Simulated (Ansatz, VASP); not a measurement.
# Li4SiC2: VASP beside Ansatz

```
Li Si C
1.0
    -2.86076    2.86076    2.49709
     2.86076   -2.86076    2.49709
     2.86076    2.86076   -2.49709
Li Si C
4 1 2
Cartesian
  2.8608 1.5666 0.0000
  1.5666 2.8608 0.0000
  1.2941 0.0000 2.4971
  0.0000 1.2941 2.4971
  0.0000 0.0000 0.0000
  0.0000 2.8608 1.2485
  2.8608 0.0000 1.2485
```

Change from the starting cell: species swapped into the BaP4Pd2 type (I4/mmm, No. 139).

Alike in both runs: task relaxation of cell and atoms; functional PBE; k mesh 4 × 4 × 4; occupations gaussian, width 0.1 eV; no spin polarisation.

```csv
,VASP,Ansatz
version,VASP 6.6.1,Ansatz 0.2.0
potentials or method,"VASP PAW PBE potentials, release 64 (Li_sv, Si, C), cutoff 600 eV","scalar-relativistic, plane waves, PAW"
valence electrons in the cell,24,24
```

|  | VASP | Ansatz | Ansatz less VASP |
| --- | --- | --- | --- |
| gap on the k mesh at the Fermi level, each at its own relaxed structure (eV) | none | none | - |
| relaxed volume (Å³/atom) | 12.55 | 14.86 | +2.305 |
| relaxed cell length with the largest relative difference (Å) | 5.902 | 6.402 | +0.4998 |

A gap of «none» marks a metal or a gap that the smearing closes. One of these differences is far larger than is usual between the two programs; its cause wasn't traced.

The k mesh is coarse, so the values compare programs but aren't converged. Noted on VASP's run: the cutoff is short for stress, so the pressure is rough.
